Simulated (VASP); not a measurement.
Set up this calculation in VASP 6.6.1, as the native input.

| Quantity | Value |
| --- | --- |
| Task | single point |
| Functional | PBE |
| Potentials or basis | VASP PAW PBE potentials, release 64 (Ru_pv) |
| Cutoff | 500 eV |
| k mesh | 18 × 18 × 18 |
| Occupations | gaussian, width 0.1 eV |
| Spin | no spin polarisation |
| Dipole correction | no |
| Further INCAR settings | ALGO = Normal; EDIFF = 1e-06; NBANDS = 13 |

The structure of Ru lies in POSCAR:

```
Ru
1.0
    0.0000000000      1.9400303062      1.9400303062
    1.9400303062      0.0000000000      1.9400303062
    1.9400303062      1.9400303062      0.0000000000
Ru
1
Direct
    0.0000000000      0.0000000000      0.0000000000
```

This isn't the form of Ru at room conditions, which is hcp.

This cell differs from its parent crystal: Pd replaced by Ru, lengths x 1.030, strained.

One way to write it, as run:

INCAR

```
  ALGO = Normal
  EDIFF = 1E-6
  ENCUT = 500
  GGA = PE
  GGA_COMPAT = F
  ISIF = 2
  ISMEAR = 0
  LASPH = T
  LCHARG = F
  LREAL = F
  LWAVE = F
  NBANDS = 13
  NELM = 120
  PREC = Accurate
  SIGMA = 0.1
```

KPOINTS

```
k-points
0
Gamma
  18 18 18
```

Potentials or basis: VASP PAW PBE potentials, release 64 (Ru_pv).

Command:

```bash
$ cat potpaw_PBE.64/Ru_pv/POTCAR > POTCAR
$ mpirun -np 1 vasp_std > vasp.out
```

Results of the run:

```yaml
Pressure: -14.7 GPa
Band_gap_on_the_k_mesh: zero (bands 7 and 8 overlap by 3.05 eV)
```

Caveat: the cell differs from its parent crystal (Pd replaced by Ru, lengths x 1.030, strained); the cell stands under tension.

Wall time 15 s on 1 thread of Intel(R) Xeon(R) Platinum 8488C (Sapphire Rapids) (shared host), peak memory 0.15 GiB.
